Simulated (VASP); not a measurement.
The system is HgTe.

```xyz
4
Lattice="4.8195 0.0000 0.0000 -2.4098 4.1738 0.0000 0.0000 0.0000 7.1962" Properties=species:S:1:pos:R:3 pbc="T T T"
Hg    0.0000    2.7825    1.7991
Hg    2.4098    1.3913    5.3972
Te    2.4098    1.3913    1.7991
Te    0.0000    2.7825    5.3972
```

Base run:

| Item | Value |
| --- | --- |
| Program | VASP 6.6.1 |
| Functional | r2SCAN |
| Potentials or basis | VASP PAW PBE potentials, release 64 (Hg, Te) |
| Cutoff | 520 eV |
| k mesh | 6 × 6 × 4 |
| Occupations | fermi-dirac, width 0.02 eV |
| Spin | no spin polarisation |

Its results: band gap on the k mesh zero (bands 18 and 19 overlap by 0.10 eV); pressure 0.1 GPa.

The run is repeated on the same cell with these changes: functional from r2SCAN to PBE; further incar settings from ALGO = Normal; EDIFF = 1e-07; NBANDS = 26 to ALGO = Normal; EDIFF = 1e-06; NBANDS = 26. What comes out?

Band gap on the k mesh zero (bands 18 and 19 overlap by 0.13 eV); pressure 1.3 GPa.

Caveats: semilocal functionals underestimate gaps, so a narrow gap can read as zero; spin-orbit coupling is left out, which moves the levels of the heavy elements; the PAW data sets were made with another functional, which shifts forces and pressure a little (at least some runs).
